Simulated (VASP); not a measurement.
A run of VASP 6.6.1 is set up as follows.

The input INCAR:

```
PREC     = Accurate       # precision mode
ENCUT    = 600            # plane-wave cutoff, eV
EDIFF    = 1E-7           # SCF threshold, eV
ISMEAR   = 0              # smearing method
SIGMA    = 0.02           # smearing width, eV
LREAL    = False          # projectors in reciprocal space
LASPH    = True           # aspherical terms in the spheres
NELM     = 80             # most SCF steps
ALGO     = Normal         # electronic algorithm
ISIF     = 3              # what is computed and relaxed
LWAVE    = False          # write WAVECAR
LCHARG   = False          # write CHGCAR
GGA      = PE             # functional
IBRION   = 2              # ionic algorithm
NSW      = 100            # ionic steps
EDIFFG   = -0.01          # ionic threshold
```

File KPOINTS:

```
regular mesh
0
Gamma
  12 12 12
```

File POSCAR:

```
CdH2
1.0
    1.5851764700      0.9152020616      5.3854825300
   -1.5851764700      0.9152020616      5.3854825300
    0.0000000000     -1.8304041233      5.3854825300
Cd H
1 2
Direct
    0.0000000000      0.0000000000      0.0000000000
    0.2707590900      0.2707590900      0.2707590900
    0.7292409100      0.7292409100      0.7292409100
```

Potentials or basis: VASP PAW PBE potentials, release 64 (Cd, H).

Run with:

```bash
$ cat potpaw_PBE.64/Cd/POTCAR potpaw_PBE.64/H/POTCAR > POTCAR
$ mpirun -np 1 vasp_std > vasp.out
```

**Question.** Predict the relaxed volume.

**Answer.** 15.71 Å³/atom.

**Question.** Estimate the space group after relaxing (to 0.1 Å).

**Answer.** R-3m (No. 166).

**Question.** Predict the relaxed cell.

**Answer.** a = 5.705 Å, b = 5.705 Å, c = 5.705 Å, α = 32.30°, β = 32.30°, γ = 32.30°.

**Question.** What does it give for the band gap on the k mesh?

**Answer.** 1.77 eV (least direct gap 2.66 eV).

Forces in eV/Å, atoms in the order of the input:
```
Cd   0.000  0.000  0.000
H    0.000  0.000 -0.004
H    0.000  0.000  0.004
```

Caveat: the cell differs from its parent crystal (atoms taken out). A k mesh can miss the band edges.
